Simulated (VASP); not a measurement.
The system is CaTi3.

```
Ca Ti
1.0
     0.00000    3.54598    3.54598
     3.54598    0.00000    3.54598
     3.54598    3.54598    0.00000
Ca Ti
1 3
Cartesian
  0.0000 0.0000 0.0000
  1.7730 1.7730 1.7730
  5.3190 5.3190 5.3190
  3.5460 3.5460 3.5460
```

The cell was generated, and may not be a known phase.

- Program: VASP 6.6.1
- Task: relaxation of cell and atoms
- Functional: PBE
- Potentials or basis: VASP PAW PBE potentials, release 64 (Ca_sv, Ti_sv)
- Cutoff: 500 eV
- k mesh: 4 × 4 × 4
- Occupations: gaussian, width 0.1 eV
- Spin: no spin polarisation

At the start: pressure -4.5 GPa; volume 22.29 Å³/atom.

Question: Where does the relaxation end?

Answer: Over 3 steps the energy falls by 26.4 meV/atom and the volume is 20.54 Å³/atom (-7.9 %); space group Fm-3m (No. 225, to 0.1 Å) before and after.

The path:
```
step  energy change (eV)  largest force (eV/Å)  pressure (GPa)  volume (Å³)
   1              0.0000                0.0000           -4.54        89.17
   2             -0.1037                0.0000            0.74        81.27
   3             -0.1058                0.0000            0.01        82.17
```

Final structure:
```yaml
crystal:
  lattice:
    - [0.00000, 3.45059, 3.45059]
    - [3.45059, 0.00000, 3.45059]
    - [3.45059, 3.45059, 0.00000]
  atoms:
    - { symbol: Ca, position: [0.00000, 0.00000, 0.00000] }
    - { symbol: Ti, position: [0.25000, 0.25000, 0.25000] }
    - { symbol: Ti, position: [0.75000, 0.75000, 0.75000] }
    - { symbol: Ti, position: [0.50000, 0.50000, 0.50000] }
```

Caveat: the k points lie up to 0.39 Å⁻¹ apart in the final cell.
